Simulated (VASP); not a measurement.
# HfO2 (Fm-3m) in VASP: a series of runs, part 2 of 2

VASP 6.6.1. Earlier steps stand in the parts before.

## (3) G0W0 quasiparticle levels, PBE

POSCAR

```
HfO2
1.0
    0.0000000000      2.5291823175      2.5291823175
    2.5291823175      0.0000000000      2.5291823175
    2.5291823175      2.5291823175      0.0000000000
Hf O
1 2
Direct
    0.0000000000      0.0000000000      0.0000000000
    0.2500000000      0.2500000000      0.2500000000
    0.7500000000      0.7500000000      0.7500000000
```

INCAR.step1

```
SYSTEM = HfO2
ALGO = Normal ; EDIFF = 1E-8
ENCUT = 500 ; GGA = PE
ISMEAR = 0 ; LASPH = .True.
LCHARG = .False. ; LREAL = .False.
LWAVE = .True. ; NELM = 100
PREC = Accurate ; SIGMA = 0.01
```

INCAR.step2

```
SYSTEM = HfO2
ALGO = Exact ; EDIFF = 1E-8
ENCUT = 500 ; GGA = PE
ISMEAR = 0 ; ISTART = 1
LASPH = .True. ; LCHARG = .False.
LOPTICS = .True. ; LREAL = .False.
LWAVE = .True. ; NBANDS = 235
NELM = 1 ; PREC = Accurate
SIGMA = 0.01
```

INCAR.step3

```
SYSTEM = HfO2
ALGO = EVGW0 ; EDIFF = 1E-8
ENCUT = 500 ; ENCUTGW = 200
GGA = PE ; ISMEAR = 0
ISTART = 1 ; LASPH = .True.
LCHARG = .False. ; LREAL = .False.
LWAVE = .False. ; NBANDS = 235
NBANDSGW = 20 ; NELMGW = 1
NOMEGA = 96 ; OMEGAMAX = 20
PREC = Accurate ; PRECFOCK = Fast
SIGMA = 0.01
```

KPOINTS

```
k-points
0
Gamma
  4 4 4
  0 0 0
```

Potentials or basis: VASP PAW PBE potentials, release 64 (Hf_sv_GW, O_GW).

The run is started by

```console
$ cat potpaw_PBE.64/Hf_sv_GW/POTCAR potpaw_PBE.64/O_GW/POTCAR > POTCAR
$ cp INCAR.step1 INCAR
$ mpirun -np 1 vasp_std > vasp.out
$ cp INCAR.step2 INCAR
$ mpirun -np 1 vasp_std > vasp.out
$ cp INCAR.step3 INCAR
$ mpirun -np 1 vasp_std > vasp.out
```

OUTCAR:

```text
SYSTEM = HfO2
   EDIFF = 1E-8
   ENCUT = 500
   ENCUTGW = 200
   GGA = PE
   ISMEAR = 0
   ISTART = 1
   LASPH = .True.
   LREAL = .False.
   NELMGW = 1
   PREC = Accurate
   PRECFOCK = Fast

 ion  position               nearest neighbor table
   1  0.000  0.000  0.000-   3 2.19   3 2.19   3 2.19   2 2.19   3 2.19   2 2.19   2 2.19   2 2.19

   2  0.250  0.250  0.250-   1 2.19   1 2.19   1 2.19   1 2.19
   3  0.750  0.750  0.750-   1 2.19   1 2.19   1 2.19   1 2.19

  LATTYP: Found a face centered cubic cell.
 ALAT       =     5.0583646350

  Lattice vectors:

 A1 = (   0.0000000000,   2.5291823175,   2.5291823175)
 A2 = (   2.5291823175,   0.0000000000,   2.5291823175)
 A3 = (   2.5291823175,   2.5291823175,   0.0000000000)

Analysis of symmetry for initial positions (statically):
=====================================================================
 Subroutine PRICEL returns:
 Original cell was already a primitive cell.

 Routine SETGRP: Setting up the symmetry group for a
[... 122 lines left out ...]
   IALGO  =     38    algorithm
   IMIX   =      4    mixing-type and parameters
     AMIX     =   0.40;   BMIX     =  1.00
     AMIX_MAG =   1.60;   BMIX_MAG =  1.00
  volume/ion in A,a.u.               =      10.79        72.79
  Fermi-wavevector in a.u.,A,eV,Ry     =   1.481910  2.800404 29.879166  2.196057
  Thomas-Fermi vector in A             =   2.595761
   LORBIT       =      0    0 simple, 1 ext, 2 COOP (PROOUT), +10 PAW based schemes
   GGA     = PE    functional components
   LHFCALC =     T    Hartree Fock is set to
   PRECFOCK=fast      Normal, Fast or Accurate (Low or Medium for compatibility)
   ENCUT4O =  -1.0   cutoff for four orbital integrals eV
   NKREDX  =     1    reduce k-point grid by
   NKREDY  =     1    reduce k-point grid by
   NKREDZ  =     1    reduce k-point grid by
   AEXX    =    1.0000 exact exchange contribution
   HFSCREEN=    0.0000 screening length (either q_TF or 0.3 A-1)
   HFSCREENC=   0.0000 screening length for correlation (either q_TF or 0.3 A-1)
   ENCUTFOCK=  -1.0 apply spherical cutoff to Coloumb kernel
   IVDW    =     0    specifies the selected vdW correction
   LEPSILON=     F    determine dielectric tensor
   LRPA    =     F    only Hartree local field effects (RPA)
   LRPAFORCE           =     F    calculate RPA forces
   ENCUTGW             = 200.0    cutoff for response function in eV
   ENCUTGWSOFT         = 160.0    soft cutoff for Coulomb kernel in GW response function in eV
   ENCUTLF             =  -1.0    cutoff for local field effects
   NELMGW              =     1    number of iterations in solving QP/BSE equation
   NELMHF              =     1    number of iterations in the inner HF iteration
   NKREDLFX            =     1    NKREDLFY  =   1   NKREDLFZ  =   1
 non-spin polarized calculation
 Gauss-broadening in eV      SIGMA  =   0.01
  energy-cutoff  :      500.00
  volume of cell :       32.36
 maximum number of plane-waves:       869
 NGX is ok and might be reduce to    28
  NGX = 16; NGY = 16; NGZ = 16
   NGX = 13   NGY = 13   NGZ = 13
 maximum number of plane-waves:       222

 QP shifts <psi_nk| G(iteration)W_0 |psi_nk>: iteration 1
 for sc-GW calculations column KS-energies equals QP-energies in previous step
 and V_xc(KS)=  KS-energies - (<T + V_ion + V_H > + <T+V_H+V_ion>^1  + <V_x>^1)

 k-point   1 :       0.0000    0.0000    0.0000
  band No.  KS-energies  QP-energies   sigma(KS)   V_xc(KS)     V^pw_x(r,r')   Z            occupation Imag(sigma)

      1     -54.0972     -54.9993     -22.2595     -20.6396     -35.0659       0.5569       2.0000       0.9082
      2     -22.5633     -24.7561     -22.2344     -19.3339     -28.0515       0.7560       2.0000       0.2928
      3     -22.5633     -24.7561     -22.2344     -19.3339     -28.0515       0.7560       2.0000       0.2928
      4     -22.5633     -24.7561     -22.2344     -19.3339     -28.0515       0.7560       2.0000       0.2928
      5     -11.7552     -13.4384     -21.0336     -18.5346     -30.3609       0.6735       2.0000       0.8727
      6      -8.6489     -10.5997     -23.3011     -20.7255     -32.0627       0.7574       2.0000       0.9597
[... 167 lines left out ...]
      6      -9.7727     -11.6671     -22.6465     -19.9984     -31.2763       0.7154       2.0000       0.8836
[... 12 lines left out ...]
     19      21.2871      21.4909     -13.9944     -14.2431      -7.8595       0.8197       0.0000      -0.3856
     20      23.1026      23.8287     -12.4027     -13.3301      -6.2420       0.7830       0.0000      -0.3417
```

OUTCAR.step1:

```text
SYSTEM = HfO2
   EDIFF = 1E-8
   ENCUT = 500
   GGA = PE
   ISMEAR = 0
   LASPH = .True.
   LREAL = .False.
   NELM = 100
[... 357 lines left out ...]
      0.00000      0.00000      0.00000        -0.000000      0.000000     -0.000000
      1.26459      1.26459      1.26459        -0.000000      0.000000     -0.000000
      3.79377      3.79377      3.79377         0.000000     -0.000000      0.000000
 -----------------------------------------------------------------------------------
    total drift:                                0.000000      0.000000      0.000000

  FREE ENERGIE OF THE ION-ELECTRON SYSTEM (eV)
  ---------------------------------------------------
  free  energy   TOTEN  =       -32.9759765348 eV

  energy  without entropy=      -32.9759765348  energy(sigma->0) =      -32.97597653
```

Run time: 2.7 min. Hardware: 1 thread of Intel Xeon 6975P-C (Granite Rapids), shared host; peak memory 0.53 GiB.

What came out:

* Quasiparticle gap: 5.15 eV
* Least direct quasiparticle gap: 5.15 eV
* Band gap of the starting levels on the mesh: 3.81 eV
* Least direct gap of the starting levels on the mesh: 3.81 eV

Caveat: the k points lie up to 0.54 Å⁻¹ apart; bands, screening cutoff and mesh are small and nothing is extrapolated, so the quasiparticle values aren't converged; spin-orbit coupling is left out, which moves the levels of the heavy elements.
